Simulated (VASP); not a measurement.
# TiC (I4mm) in VASP: notebook, part 2 of 2

VASP 6.6.1.

### 4 Single point, PBE (all C atoms moved -0.250 Å, as atom 2 along Cartesian [0 0 1])

INCAR reads:

```
SYSTEM = TiC
PREC = Accurate ; ENCUT = 520
EDIFF = 1E-7 ; ISMEAR = 0
SIGMA = 0.15 ; LREAL = .FALSE.
LASPH = .TRUE. ; NELM = 60
ALGO = Normal ; ISIF = 2
LWAVE = .FALSE. ; LCHARG = .FALSE.
GGA = PE ; NBANDS = 15
```

KPOINTS reads:

```
regular mesh
0
G
  24 24 24
  0 0 0
```

POSCAR reads:

```
TiC
1.0
    0.0000000000      2.1664615241      2.1664615241
    2.1664615241      0.0000000000      2.1664615241
    2.1664615241      2.1664615241      0.0000000000
Ti C
1 1
Direct
    0.0000000000      0.0000000000      0.0000000000
    0.4423022294      0.4423022294      0.5576977706
```

Potentials or basis: VASP PAW PBE potentials, release 64 (Ti_sv, C).

Started as:

```bash
> cat potpaw_PBE.64/Ti_sv/POTCAR potpaw_PBE.64/C/POTCAR > POTCAR
> mpirun -np 1 vasp_std > vasp.out
```

OUTCAR:

```text
SYSTEM = TiC
   PREC = Accurate
   ENCUT = 520
   EDIFF = 1E-7
   ISMEAR = 0
   LREAL = .FALSE.
   LASPH = .TRUE.
   NELM = 60
   ISIF = 2
   GGA = PE

 ion  position               nearest neighbor table
   1  0.000  0.000  0.000-   2 1.92   2 2.18   2 2.18   2 2.18   2 2.18   2 2.42
   2  0.442  0.442  0.558-   1 1.92   1 2.18   1 2.18   1 2.18   1 2.18   1 2.42

  LATTYP: Found a face centered cubic cell.
 ALAT       =     4.3329230482

  Lattice vectors:

 A1 = (   0.0000000000,   2.1664615241,   2.1664615241)
 A2 = (   2.1664615241,   0.0000000000,   2.1664615241)
 A3 = (   2.1664615241,   2.1664615241,   0.0000000000)
[... 609 lines left out ...]
     12      14.8963      0.00000
     13      16.0434      0.00000
     14      20.5637      0.00000
     15      23.4899      0.00000

 [... further k-points ...]
[... 5 lines left out ...]
  --------------------------------------------------------------------------------------
  -------------------------------------------------------------------------------------
  Total        0.1320038      0.1320038      2.7722915      0.0000000      0.0000000      0.0000000
  in kB       10.3995370     10.3995370    218.4069963      0.0000000      0.0000000      0.0000000
  external PRESSURE =      79.7353567 kB  Pullay stress =       0.0000000 kB

 VOLUME and BASIS-vectors are now :
 -----------------------------------------------------------------------------
  energy-cutoff  :      520.00
  volume of cell :       20.34
      direct lattice vectors                 reciprocal lattice vectors
     0.000000000  2.166461524  2.166461524    -0.230791082  0.230791082  0.230791082
     2.166461524  0.000000000  2.166461524     0.230791082 -0.230791082  0.230791082
     2.166461524  2.166461524  0.000000000     0.230791082  0.230791082 -0.230791082

 POSITION                                       TOTAL-FORCE (eV/Angst)
 -----------------------------------------------------------------------------------
      0.00000      0.00000      0.00000         0.000000      0.000000     -2.655315
      2.16646      2.16646      1.91646         0.000000      0.000000      2.655315
 -----------------------------------------------------------------------------------
    total drift:                               -0.000000     -0.000000     -0.000072

  FREE ENERGIE OF THE ION-ELECTRON SYSTEM (eV)
  ---------------------------------------------------
  free  energy   TOTEN  =       -18.4105049974 eV

  energy  without entropy=      -18.4087991959  energy(sigma->0) =      -18.40965210
```

OSZICAR:

```text
N       E                     dE             d eps       ncg     rms          rms(c)
DAV:   1     0.120155929759E+03    0.12016E+03   -0.79577E+03 31989   0.127E+03
DAV:   2    -0.162129977849E+02   -0.13637E+03   -0.12752E+03 34165   0.336E+02
DAV:   3    -0.237814898070E+02   -0.75685E+01   -0.74437E+01 41639   0.781E+01
DAV:   4    -0.240183941252E+02   -0.23690E+00   -0.23668E+00 39841   0.128E+01
DAV:   5    -0.240245183705E+02   -0.61242E-02   -0.61224E-02 41509   0.187E+00    0.190E+01
DAV:   6    -0.189441626527E+02    0.50804E+01   -0.11845E+01 47100   0.567E+01    0.672E+00
DAV:   7    -0.184382840098E+02    0.50588E+00   -0.20701E+00 37323   0.207E+01    0.506E+00
DAV:   8    -0.184091899789E+02    0.29094E-01   -0.12469E-01 36893   0.431E+00    0.284E+00
DAV:   9    -0.184126257412E+02   -0.34358E-02   -0.67291E-02 45501   0.313E+00    0.678E-01
DAV:  10    -0.184113219660E+02    0.13038E-02   -0.92064E-03 41394   0.136E+00    0.425E-01
DAV:  11    -0.184105395285E+02    0.78244E-03   -0.16351E-03 38505   0.570E-01    0.671E-02
DAV:  12    -0.184105070871E+02    0.32441E-04   -0.13156E-04 35979   0.121E-01    0.182E-02
DAV:  13    -0.184105054689E+02    0.16183E-05   -0.90484E-06 39926   0.347E-02    0.734E-03
DAV:  14    -0.184105050739E+02    0.39498E-06   -0.18377E-07 35908   0.513E-03    0.278E-03
DAV:  15    -0.184105049974E+02    0.76497E-07   -0.59618E-08 27360   0.215E-03
   1 F= -.18410505E+02 E0= -.18409652E+02  d E =-.170580E-02
```

stdout:

```text
POSCAR found type information on POSCAR TiC
 POSCAR found :  2 types and       2 ions
 scaLAPACK will be used
 LDA part: xc-table for (Slater+PW92), standard interpolation
 POSCAR, INCAR and KPOINTS ok, starting setup
 FFT: planning ... GRIDC
 FFT: planning ... GRID_SOFT
 FFT: planning ... GRID
 WAVECAR not read
 entering main loop
```

Run time: 3.2 min. Hardware: 1 thread of AMD EPYC 9R45 (Zen 5), shared host; peak memory 0.39 GiB.

Results:

```yaml
Free_energy: -18.4105 eV
Pressure: 8.0 GPa
Largest_force: 2.655 eV/Å
Band_gap_on_the_k_mesh: zero (band 8 reaches 9.74 eV, above the bottom of band 9 at 8.80 eV)
```

Forces on the atoms (eV/Å):
```
Ti   0.000  0.000 -2.655
C    0.000  0.000  2.655
```

Caveat: the cell differs from its parent crystal (all C atoms moved -0.250 Å, as atom 2 along Cartesian [0 0 1]); forces of over 1 eV/Å act on the atoms, so gaps and moduli don't describe the material at rest.
